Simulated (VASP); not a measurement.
Here is a VASP 6.6.1 calculation.

INCAR

```
ALGO     = Normal         # electronic algorithm
EDIFF    = 1E-7           # SCF threshold, eV
EDIFFG   = -0.005         # ionic threshold
ENCUT    = 600            # plane-wave cutoff, eV
GGA      = PS             # functional
IBRION   = 2              # ionic algorithm
ISIF     = 3              # what is computed and relaxed
ISMEAR   = 0              # smearing method
LASPH    = T              # aspherical terms in the spheres
LCHARG   = F              # write CHGCAR
LREAL    = F              # projectors in reciprocal space
LWAVE    = F              # write WAVECAR
NELM     = 100            # most SCF steps
NSW      = 70             # ionic steps
PREC     = Accurate       # precision mode
SIGMA    = 0.02           # smearing width, eV
```

KPOINTS

```
k-points
0
Gamma
  9 9 9
```

POSCAR

```
B
1.0
    2.4494680329      1.4142010281      4.1820433464
   -2.4494680329      1.4142010281      4.1820433464
    0.0000000000     -2.8284020563      4.1820433464
B
12
Direct
    0.0102686551      0.6540774957      0.0102686551
    0.0102686551      0.0102686551      0.6540774957
    0.6540774957      0.0102686551      0.0102686551
    0.9897313449      0.3459225043      0.9897313449
    0.3459225043      0.9897313449      0.9897313449
    0.9897313449      0.9897313449      0.3459225043
    0.2210253654      0.6306274460      0.2210253654
    0.2210253654      0.2210253654      0.6306274460
    0.6306274460      0.2210253654      0.2210253654
    0.7789746346      0.3693725540      0.7789746346
    0.3693725540      0.7789746346      0.7789746346
    0.7789746346      0.7789746346      0.3693725540
```

Potentials or basis: VASP PAW PBE potentials, release 64 (B).

The run is started by

```console
$ cat potpaw_PBE.64/B/POTCAR > POTCAR
$ mpirun -np 1 vasp_std > vasp.out
```

(1) Estimate the space group after relaxing (to 0.1 Å).

(2) Predict the band gap on the k mesh.

Answers

(1) R-3m (No. 166).

(2) 1.34 eV (least direct gap 1.66 eV).
